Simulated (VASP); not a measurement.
Runs of VASP 6.6.1 on AlCo3. The structure is that of space group Pm-3m (No. 221), or close to it. The cells are those of the table. 

| cell | gap on the mesh (eV) | pressure (GPa) | moment (μB) |
| --- | --- | --- | --- |
| a = 3.575 Å, 4 atoms | none | -7.6 | 3.83 |
| a = 3.551 Å, 4 atoms | none | -4.0 | 3.81 |
| a = 3.622 Å, 4 atoms | none | (b) | (a) |
| a = 3.502 Å, 4 atoms | none | (c) | 3.70 |

Alike in all rows: task single point; level PBEsol; potentials or basis VASP PAW PBE potentials, release 64 (Co, Al); spin collinear, ferromagnetic start; k mesh 8 × 8 × 8; cutoff (eV) 520; smearing fermi-dirac 0.05 eV.

Question: Estimate the missing entries.

Answer: (a) 3.88; (b) -13.9; (c) 4.6.

Caveats: the PAW data sets were made with another functional, which shifts forces and pressure a little.

A gap of «none» marks levels without a gap at the run's occupations.
